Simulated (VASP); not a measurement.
Wanted: the native input for a VASP 6.6.1 run.

```yaml
Task: density of states
Functional: PBEsol
Potentials_or_basis: VASP PAW PBE potentials, release 64 (Ga_d)
Cutoff: 520 eV
k_mesh: 15 × 15 × 15
Occupations: fermi-dirac, width 0.1 eV
Spin: no spin polarisation
Dipole_correction: no
k_mesh_for_the_DOS: 23 × 23 × 23
Occupations_for_the_DOS: tetrahedron
Further_INCAR_settings: ALGO = Normal; EDIFF = 1e-06
```

The system is Ga.

```
Ga
1.0
     2.00815    0.00000    0.00000
     0.00000    2.00815    0.00000
     0.00000    0.00000    2.00815
Ga
1
Direct
  0.00000 0.00000 0.00000
```

This cell differs from its parent crystal: volume scaled by 0.43.

These files were run (other wordings do the same):

POSCAR

```
Ga
1.0
    2.0081548312      0.0000000000      0.0000000000
    0.0000000000      2.0081548312      0.0000000000
    0.0000000000      0.0000000000      2.0081548312
Ga
1
Direct
    0.0000000000      0.0000000000      0.0000000000
```

INCAR.step1

```
SYSTEM = Ga
  PREC = Accurate
  ENCUT = 520
  EDIFF = 1E-6
  ISMEAR = -1
  SIGMA = 0.1
  LREAL = .False.
  LASPH = .True.
  NELM = 60
  ALGO = Normal
  ISIF = 2
  LWAVE = .False.
  LCHARG = .True.
  GGA = PS
  NBANDS = 12
```

KPOINTS.step1

```
Automatic mesh
0
Gamma
  15 15 15
  0 0 0
```

INCAR.step2

```
SYSTEM = Ga
  PREC = Accurate
  ENCUT = 520
  EDIFF = 1E-6
  ISMEAR = -5
  SIGMA = 0.1
  LREAL = .False.
  LASPH = .True.
  NELM = 60
  ALGO = Normal
  ISIF = 2
  LWAVE = .False.
  LCHARG = .False.
  GGA = PS
  LORBIT = 11
  NEDOS = 2001
  ICHARG = 11
```

KPOINTS.step2

```
Automatic mesh
0
Gamma
  23 23 23
  0 0 0
```

Potentials or basis: VASP PAW PBE potentials, release 64 (Ga_d).

Command:

```console
$ cat potpaw_PBE.64/Ga_d/POTCAR > POTCAR
$ cp INCAR.step1 INCAR
$ cp KPOINTS.step1 KPOINTS
$ mpirun -np 1 vasp_std > vasp.out
$ cp INCAR.step2 INCAR
$ cp KPOINTS.step2 KPOINTS
$ mpirun -np 1 vasp_std > vasp.out
```

It took 8 s on 1 thread of Intel(R) Xeon(R) 6975P-C (Granite Rapids), with other jobs on the host, peak memory 0.14 GiB.
